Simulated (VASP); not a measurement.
# C (Fd-3m) in VASP: further runs

C is run at these levels: PBE; tasks: single point.

Everything below comes from runs of VASP 6.6.1. Logs are shortened: lines on timing, memory, paths and dates and some standing lists are left out, and cuts for length are marked.

## Step 1: The cell of the first run

The structure is cubic, space group Fd-3m (No. 227). The conventional cell has a = 3.571 Å, b = 3.571 Å, c = 3.571 Å, α = 90.00°, β = 90.00°, γ = 90.00°. Within 2.1 Å of C (site symmetry -43m) lie 4 C at 1.55 Å.

## Step 2: Single point, PBE

The input, INCAR:

```
SYSTEM = C
PREC = Accurate
ENCUT = 520
EDIFF = 1E-6
ISMEAR = 0
SIGMA = 0.02
LREAL = .FALSE.
LASPH = .TRUE.
NELM = 100
ALGO = Normal
ISIF = 2
LWAVE = .FALSE.
LCHARG = .FALSE.
GGA = PE
NBANDS = 11
```

The input, KPOINTS:

```
Automatic mesh
0
G
  12 12 12
  0 0 0
```

The input, POSCAR:

```
C
1.0
    0.0000000000      1.7857368623      1.7857368623
    1.7857368623      0.0000000000      1.7857368623
    1.7857368623      1.7857368623      0.0000000000
C
2
Direct
    0.0000000000      0.0000000000      0.0000000000
    0.2500000000      0.2500000000      0.2500000000
```

Potentials or basis: VASP PAW PBE potentials, release 64 (C).

The run is started by

```console
> cat potpaw_PBE.64/C/POTCAR > POTCAR
> mpirun -np 1 vasp_std > vasp.out
```

OUTCAR:

```text
SYSTEM = C
   PREC = Accurate
   ENCUT = 520
   EDIFF = 1E-6
   ISMEAR = 0
   LREAL = .FALSE.
   LASPH = .TRUE.
   NELM = 100
   ISIF = 2
   GGA = PE

 ion  position               nearest neighbor table
   1  0.000  0.000  0.000-   2 1.55   2 1.55   2 1.55   2 1.55
   2  0.250  0.250  0.250-   1 1.55   1 1.55   1 1.55   1 1.55

  LATTYP: Found a face centered cubic cell.
 ALAT       =     3.5714737246

  Lattice vectors:

 A1 = (   0.0000000000,   1.7857368623,   1.7857368623)
 A2 = (   1.7857368623,   0.0000000000,   1.7857368623)
 A3 = (   1.7857368623,   1.7857368623,   0.0000000000)

Analysis of symmetry for initial positions (statically):
=====================================================================
 Subroutine PRICEL returns:
 Original cell was already a primitive cell.

 Routine SETGRP: Setting up the symmetry group for a
 face centered cubic supercell.

 Subroutine GETGRP returns: Found 48 space group operations
 (whereof 24 operations were pure point group operations)
 out of a pool of 48 trial point group operations.

The static configuration has the point symmetry T_d .
 The point group associated with its full space group is O_h .

Analysis of symmetry for dynamics (positions and initial velocities):
=====================================================================
 Subroutine PRICEL returns:
 Original cell was already a primitive cell.

 Routine SETGRP: Setting up the symmetry group for a
 face centered cubic supercell.

 Subroutine GETGRP returns: Found 48 space group operations
 (whereof 24 operations were pure point group operations)
 out of a pool of 48 trial point group operations.

The dynamic configuration has the point symmetry T_d .
 The point group associated with its full space group is O_h .

 Subroutine INISYM returns: Found 48 space group operations
 (whereof 24 operations are pure point group operations),
 and found     1 'primitive' translations

----------------------------------------------------------------------------------------

                                     Primitive cell

  volume of cell :      11.3889

  direct lattice vectors                    reciprocal lattice vectors
     0.000000000  1.785736862  1.785736862    -0.279996460  0.279996460  0.279996460
     1.785736862  0.000000000  1.785736862     0.279996460 -0.279996460  0.279996460
     1.785736862  1.785736862  0.000000000     0.279996460  0.279996460 -0.279996460

  length of vectors
     2.525413289  2.525413289  2.525413289     0.484968095  0.484968095  0.484968095

  position of ions in fractional coordinates (direct lattice)
     0.000000000  0.000000000  0.000000000
     0.250000000  0.250000000  0.250000000

  ion indices of the primitive-cell ions
   primitive index   ion index
                 1           1
                 2           2

----------------------------------------------------------------------------------------

 KPOINTS: Automatic mesh

Automatic generation of k-mesh.
 Grid dimensions read from file:
 generate k-points for:   12   12   12

 Generating k-lattice:

  Cartesian coordinates                     Fractional coordinates (reciprocal lattice)
    -0.023333038  0.023333038  0.023333038     0.083333333  0.000000000  0.000000000
     0.023333038 -0.023333038  0.023333038     0.000000000  0.083333333  0.000000000
     0.023333038  0.023333038 -0.023333038     0.000000000  0.000000000  0.083333333

  Length of vectors
     0.040414008  0.040414008  0.040414008

  Shift w.r.t. Gamma in fractional coordinates (k-lattice)
     0.000000000  0.000000000  0.000000000

 Subroutine IBZKPT returns following result:
 ===========================================

 Found     72 irreducible k-points:

 Following reciprocal coordinates:
            Coordinates               Weight
  0.000000  0.000000  0.000000      1.000000
  0.083333  0.000000  0.000000      8.000000
  0.166667  0.000000  0.000000      8.000000
  0.250000  0.000000  0.000000      8.000000
  0.333333  0.000000  0.000000      8.000000
  0.416667  0.000000  0.000000      8.000000
[... 16 lines left out ...]
  0.500000  0.166667  0.000000     24.000000
 -0.416667  0.166667  0.000000     24.000000
 [... further k-points ...]
   k-points           NKPTS =     72   k-points in BZ     NKDIM =     72   number of bands    NBANDS=     11
   number of dos      NEDOS =    301   number of ions     NIONS =      2
   total plane-waves  NPLWV =   8000
   dimension x,y,z NGX =    20 NGY =   20 NGZ =   20
   dimension x,y,z NGXF=    40 NGYF=   40 NGZF=   40
   ions per type =               2
   NGX,Y,Z   is equivalent  to a cutoff of  13.17, 13.17, 13.17 a.u.
   NGXF,Y,Z  is equivalent  to a cutoff of  26.33, 26.33, 26.33 a.u.
 SYSTEM =  C
   PREC   = accura    normal or accurate (medium, high low for compatibility)
   ISTART =      0    job   : 0-new  1-cont  2-samecut
   ICHARG =      2    charge: 1-file 2-atom 10-const
   ISPIN  =      1    spin polarized calculation?
   LNONCOLLINEAR =      F non collinear calculations
   LSORBIT =      F    spin-orbit coupling
   LASPH  =      T    aspherical Exc in radial PAW
   ENCUT  =  520.0 eV  38.22 Ry    6.18 a.u.   4.70  4.70  4.70*2*pi/ulx,y,z
   NELM   =    100;   NELMIN=  2; NELMDL= -5     # of ELM steps
   EDIFF  = 0.1E-05   stopping-criterion for ELM
   LREAL  =      F    real-space projection
   EDIFFG = 0.1E-04   stopping-criterion for IOM
   NSW    =      0    number of steps for IOM
   IBRION =     -1    ionic relax: 0-MD 1-quasi-New 2-CG
   NFREE  =      0    steps in history (QN), initial steepest desc. (CG)
   ISIF   =      2    stress and relaxation
   ISYM   =      2    0-nonsym 1-usesym 2-fastsym
   POTIM  = 0.5000    time-step for ionic-motion
   TEBEG  =    0.0;   TEEND  =   0.0 temperature during run
   PSTRESS=    0.0 pullay stress
   NELECT =       8.0000    total number of electrons
   NUPDOWN=      -1.0000    fix difference up-down
   EMIN   =  10.00;   EMAX   =-10.00  energy-range for DOS
   EFERMI =   0.00;   METHOD = LEGACY
   ISMEAR =     0;   SIGMA  =   0.02  broadening in eV -4-tet -1-fermi 0-gaus
   EFERMI_NEDOS =   21; number of points for ismear=-14 and -15
   IALGO  =     38    algorithm
   IMIX   =      4    mixing-type and parameters
     AMIX     =   0.40;   BMIX     =  1.00
     AMIX_MAG =   1.60;   BMIX_MAG =  1.00
  volume/ion in A,a.u.               =       5.69        38.43
  Fermi-wavevector in a.u.,A,eV,Ry     =   1.455272  2.750064 28.814625  2.117815
  Thomas-Fermi vector in A             =   2.572325
   LORBIT       =      0    0 simple, 1 ext, 2 COOP (PROOUT), +10 PAW based schemes
   GGA     = PE    functional components
   LHFCALC =     F    Hartree Fock is set to
   AEXX    =    0.0000 exact exchange contribution
   IVDW    =     0    specifies the selected vdW correction
   LEPSILON=     F    determine dielectric tensor
   LRPA    =     F    only Hartree local field effects (RPA)
 non-spin polarized calculation
 Gauss-broadening in eV      SIGMA  =   0.02
  energy-cutoff  :      520.00
  volume of cell :       11.39
 maximum number of plane-waves:       331
   NGX =  9   NGY =  9   NGZ =  9

 number of electron       7.9999999 magnetization

 Free energy of the ion-electron system (eV)
  ---------------------------------------------------
  ext. energy  EPLUGINS =         0.00000000
  ---------------------------------------------------
  free energy    TOTEN  =       -18.18576161 eV

  energy without entropy =      -18.18576161  energy(sigma->0) =      -18.18576161

 E-fermi :   9.7760     XC(G=0): -13.2309

 val. band max:        9.6724315878   @ k =   0.0000   0.0000   0.0000
 cond. band min:      13.8165439853   @ k =   0.3333   0.3333   0.0000
 fundamental gap:      4.1441123975
 Fermi energy:         9.7760310806

 k-point     1 :       0.0000    0.0000    0.0000
  band No.  band energies     occupation
      1     -11.7513      2.00000
      2       9.6724      2.00000
      3       9.6724      2.00000
      4       9.6724      2.00000
      5      15.2515      0.00000
      6      15.2515      0.00000
      7      15.2515      0.00000
      8      22.9134      0.00000
      9      28.9155      0.00000
     10      36.1634      0.00000
     11      36.1634      0.00000

 k-point     2 :       0.0833    0.0000    0.0000
  band No.  band energies     occupation
      1     -11.5595      2.00000
      2       8.4503      2.00000
      3       9.3514      2.00000
      4       9.3514      2.00000
      5      15.6725      0.00000
      6      15.6725      0.00000
      7      15.9617      0.00000
      8      23.0816      0.00000
      9      29.2356      0.00000
     10      34.0454      0.00000
     11      34.0454      0.00000

 k-point     3 :       0.1667    0.0000    0.0000
  band No.  band energies     occupation
      1     -10.9864      2.00000
      2       5.9274      2.00000
      3       8.6537      2.00000
      4       8.6537      2.00000
      5      16.5882      0.00000
      6      16.5882      0.00000
      7      17.0407      0.00000
      8      23.5654      0.00000
      9      29.9049      0.00000
     10      32.4540      0.00000
     11      32.4540      0.00000
[... 267 lines left out ...]
 k-point    23 :       0.5000    0.1667    0.0000
  band No.  band energies     occupation
      1      -6.0167      2.00000
      2      -2.3036      2.00000
      3       4.6997      2.00000
      4       5.7221      2.00000
      5      16.7555      0.00000
      6      20.3659      0.00000
      7      20.8489      0.00000
      8      23.9205      0.00000
      9      29.7671      0.00000
     10      33.4188      0.00000
     11      36.2101      0.00000

 k-point    24 :      -0.4167    0.1667    0.0000
  band No.  band energies     occupation
      1      -5.5902      2.00000
      2      -2.8160      2.00000
      3       4.2153      2.00000
      4       6.0987      2.00000
      5      17.1915      0.00000
      6      19.8780      0.00000
      7      20.8267      0.00000
      8      25.0668      0.00000
      9      29.0761      0.00000
     10      33.8162      0.00000
     11      34.1726      0.00000

 [... further k-points ...]

------------------------ aborting loop because EDIFF is reached ----------------------------------------

  FORCE on cell =-STRESS in cart. coord.  units (eV):
  Direction    XX          YY          ZZ          XY          YZ          ZX
  --------------------------------------------------------------------------------------
  -------------------------------------------------------------------------------------
  Total        0.0500542      0.0500542      0.0500542      0.0000000      0.0000000      0.0000000
  in kB        7.0415539      7.0415539      7.0415539      0.0000000      0.0000000      0.0000000
  external PRESSURE =       7.0415539 kB  Pullay stress =       0.0000000 kB

 VOLUME and BASIS-vectors are now :
 -----------------------------------------------------------------------------
  energy-cutoff  :      520.00
  volume of cell :       11.39
      direct lattice vectors                 reciprocal lattice vectors
     0.000000000  1.785736862  1.785736862    -0.279996460  0.279996460  0.279996460
     1.785736862  0.000000000  1.785736862     0.279996460 -0.279996460  0.279996460
     1.785736862  1.785736862  0.000000000     0.279996460  0.279996460 -0.279996460

 POSITION                                       TOTAL-FORCE (eV/Angst)
 -----------------------------------------------------------------------------------
      0.00000      0.00000      0.00000        -0.000000     -0.000000     -0.000000
      0.89287      0.89287      0.89287         0.000000      0.000000      0.000000
 -----------------------------------------------------------------------------------
    total drift:                                0.000000      0.000000      0.000000

  FREE ENERGIE OF THE ION-ELECTRON SYSTEM (eV)
  ---------------------------------------------------
  free  energy   TOTEN  =       -18.1857616058 eV

  energy  without entropy=      -18.1857616058  energy(sigma->0) =      -18.18576161
```

Wall time 3.7 s (1 thread of Intel Xeon 6975P-C (Granite Rapids), shared host); peak memory 0.11 GiB.

What came out:

| Quantity | Value |
| --- | --- |
| Free energy | -18.1858 eV |
| Pressure | 0.7 GPa |
| Band gap on the k mesh | 4.14 eV, indirect (least direct gap 5.58 eV) |

A k mesh can miss the band edges. A hybrid or GW would open this gap; PBE tends to underestimate it.

## Step 3: Single point, PBE (volume scaled by 0.94)

The input, INCAR:

```
SYSTEM = C
PREC = Accurate
ENCUT = 520
EDIFF = 1E-6
ISMEAR = 0
SIGMA = 0.02
LREAL = .False.
LASPH = .True.
NELM = 60
ALGO = Normal
ISIF = 2
LWAVE = .False.
LCHARG = .False.
GGA = PE
NBANDS = 11
```

The input, KPOINTS:

```
Automatic mesh
0
Gamma
  12 12 12
  0 0 0
```

The input, POSCAR:

```
C
1.0
    0.0000000000      1.7492830257      1.7492830257
    1.7492830257      0.0000000000      1.7492830257
    1.7492830257      1.7492830257      0.0000000000
C
2
Direct
    0.0000000000      0.0000000000      0.0000000000
    0.2500000000      0.2500000000      0.2500000000
```

Potentials or basis: VASP PAW PBE potentials, release 64 (C).

The run is started by

```console
> cat potpaw_PBE.64/C/POTCAR > POTCAR
> mpirun -np 1 vasp_std > vasp.out
```

OUTCAR:

```text
SYSTEM = C
   PREC = Accurate
   ENCUT = 520
   EDIFF = 1E-6
   ISMEAR = 0
   LREAL = .False.
   LASPH = .True.
   NELM = 60
   ISIF = 2
   GGA = PE

 ion  position               nearest neighbor table
   1  0.000  0.000  0.000-   2 1.51   2 1.51   2 1.51   2 1.51
   2  0.250  0.250  0.250-   1 1.51   1 1.51   1 1.51   1 1.51

  LATTYP: Found a face centered cubic cell.
 ALAT       =     3.4985660514

  Lattice vectors:

 A1 = (   0.0000000000,   1.7492830257,   1.7492830257)
 A2 = (   1.7492830257,   0.0000000000,   1.7492830257)
 A3 = (   1.7492830257,   1.7492830257,   0.0000000000)

Analysis of symmetry for initial positions (statically):
=====================================================================
 Subroutine PRICEL returns:
 Original cell was already a primitive cell.

 Routine SETGRP: Setting up the symmetry group for a
 face centered cubic supercell.

 Subroutine GETGRP returns: Found 48 space group operations
 (whereof 24 operations were pure point group operations)
 out of a pool of 48 trial point group operations.

The static configuration has the point symmetry T_d .
[... 172 lines left out ...]
      1     -11.6854      2.00000
      2      10.5859      2.00000
      3      10.5859      2.00000
      4      10.5859      2.00000
      5      16.3361      0.00000
      6      16.3361      0.00000
      7      16.3361      0.00000
      8      25.2705      0.00000
      9      30.6393      0.00000
     10      37.7665      0.00000
     11      37.7665      0.00000
[... 309 lines left out ...]
 k-point    24 :      -0.4167    0.1667    0.0000
  band No.  band energies     occupation
      1      -5.1713      2.00000
      2      -2.5276      2.00000
      3       4.8647      2.00000
      4       6.7941      2.00000
      5      18.3601      0.00000
      6      21.1929      0.00000
      7      22.5599      0.00000
      8      26.7301      0.00000
      9      30.7178      0.00000
     10      35.4309      0.00000
     11      36.2880      0.00000

 [... further k-points ...]

------------------------ aborting loop because EDIFF is reached ----------------------------------------

  FORCE on cell =-STRESS in cart. coord.  units (eV):
  Direction    XX          YY          ZZ          XY          YZ          ZX
  --------------------------------------------------------------------------------------
  -------------------------------------------------------------------------------------
  Total        2.0710490      2.0710490      2.0710490      0.0000000      0.0000000     -0.0000000
  in kB      309.9493394    309.9493394    309.9493394      0.0000000      0.0000000     -0.0000000
  external PRESSURE =     309.9493394 kB  Pullay stress =       0.0000000 kB

 VOLUME and BASIS-vectors are now :
 -----------------------------------------------------------------------------
  energy-cutoff  :      520.00
  volume of cell :       10.71
      direct lattice vectors                 reciprocal lattice vectors
     0.000000000  1.749283026  1.749283026    -0.285831391  0.285831391  0.285831391
     1.749283026  0.000000000  1.749283026     0.285831391 -0.285831391  0.285831391
     1.749283026  1.749283026  0.000000000     0.285831391  0.285831391 -0.285831391

 POSITION                                       TOTAL-FORCE (eV/Angst)
 -----------------------------------------------------------------------------------
      0.00000      0.00000      0.00000         0.000000     -0.000000      0.000000
      0.87464      0.87464      0.87464        -0.000000      0.000000     -0.000000
 -----------------------------------------------------------------------------------
    total drift:                               -0.000000     -0.000000     -0.000000

  FREE ENERGIE OF THE ION-ELECTRON SYSTEM (eV)
  ---------------------------------------------------
  free  energy   TOTEN  =       -18.1201641136 eV

  energy  without entropy=      -18.1201641136  energy(sigma->0) =      -18.12016411
```

OSZICAR:

```text
N       E                     dE             d eps       ncg     rms          rms(c)
DAV:   1     0.418427753214E-01    0.41843E-01   -0.49422E+03  1646   0.727E+02
DAV:   2    -0.185424506805E+02   -0.18584E+02   -0.18150E+02  2059   0.124E+02
DAV:   3    -0.188765881213E+02   -0.33414E+00   -0.33361E+00  1830   0.128E+01
DAV:   4    -0.188770824730E+02   -0.49435E-03   -0.49434E-03  1704   0.617E-01
DAV:   5    -0.188770830279E+02   -0.55494E-06   -0.55491E-06  1798   0.188E-02    0.599E+00
DAV:   6    -0.183090423455E+02    0.56804E+00   -0.29667E-01  1614   0.388E+00    0.358E+00
DAV:   7    -0.181181282059E+02    0.19091E+00   -0.35708E-01  1698   0.431E+00    0.855E-01
DAV:   8    -0.181201080636E+02   -0.19799E-02   -0.97182E-03  1683   0.748E-01    0.458E-02
DAV:   9    -0.181201433150E+02   -0.35251E-04   -0.62706E-05  1844   0.637E-02    0.258E-02
DAV:  10    -0.181201640079E+02   -0.20693E-04   -0.14578E-05  1698   0.343E-02    0.541E-03
DAV:  11    -0.181201641136E+02   -0.10565E-06   -0.24454E-07  1427   0.463E-03
   1 F= -.18120164E+02 E0= -.18120164E+02  d E =-.814527E-63
```

It took 4.4 s on 1 thread of Intel Xeon Platinum 8559C (Emerald Rapids), shared host; peak memory 0.11 GiB.

Results:

- Free energy: -18.1202 eV
- Pressure: 31.0 GPa
- Band gap on the k mesh: 4.29 eV, indirect (least direct gap 5.75 eV)

Levels at points of the mesh, in eV from the valence-band top:
| k point | band 1 | band 2 | band 3 | band 4 | band 5 | band 6 | band 7 | band 8 |
| --- | --- | --- | --- | --- | --- | --- | --- | --- |
| (0.00, 0.00, 0.00) | -22.27 | 0.00 | 0.00 | 0.00 | 5.75 | 5.75 | 5.75 | 14.68 |
| (0.50, 0.00, 0.00) | -16.15 | -14.03 | -2.95 | -2.95 | 8.70 | 8.70 | 9.65 | 16.23 |
| (0.50, 0.50, 0.00) | -13.18 | -13.18 | -6.66 | -6.66 | 4.88 | 4.88 | 17.71 | 17.71 |

 A k mesh can miss the band edges.

## Step 4: Single point, PBE

The input, INCAR:

```
SYSTEM = C
PREC = Accurate
ENCUT = 520
EDIFF = 1E-6
ISMEAR = 0
SIGMA = 0.02
LREAL = .FALSE.
LASPH = .TRUE.
NELM = 100
ALGO = Normal
ISIF = 2
LWAVE = .FALSE.
LCHARG = .FALSE.
GGA = PE
NBANDS = 11
```

The input, KPOINTS:

```
Automatic mesh
0
G
  12 12 12
  0 0 0
```

The input, POSCAR:

```
C
1.0
    0.0000000000      1.7857368639      1.7857368639
    1.7857368639      0.0000000000      1.7857368639
    1.7857368639      1.7857368639      0.0000000000
C
2
Direct
    0.0000000000      0.0000000000      0.0000000000
    0.2500000000      0.2500000000      0.2500000000
```

The run is started by

```console
> cat potpaw_PBE.64/C/POTCAR > POTCAR
> mpirun -np 1 vasp_std > vasp.out
```

Run time: 5.3 s. Hardware: 1 thread of Intel Xeon Platinum 8559C (Emerald Rapids), shared host; peak memory 0.12 GiB.

Results (log left out):

```yaml
Free_energy: -18.1858 eV
Pressure: 0.7 GPa
Band_gap_on_the_k_mesh: 4.14 eV, indirect (least direct gap 5.58 eV)
```

Levels at points of the mesh, in eV from the valence-band top:
```csv
k point,band 1,band 2,band 3,band 4,band 5,band 6,band 7,band 8,band 9
"(0.00, 0.00, 0.00)",-21.42,0.00,0.00,0.00,5.58,5.58,5.58,13.24,19.24
"(0.50, 0.00, 0.00)",-15.67,-13.33,-2.79,-2.79,8.44,8.44,8.79,15.66,21.84
"(0.50, 0.50, 0.00)",-12.74,-12.74,-6.27,-6.27,4.75,4.75,16.75,16.75,23.16
```
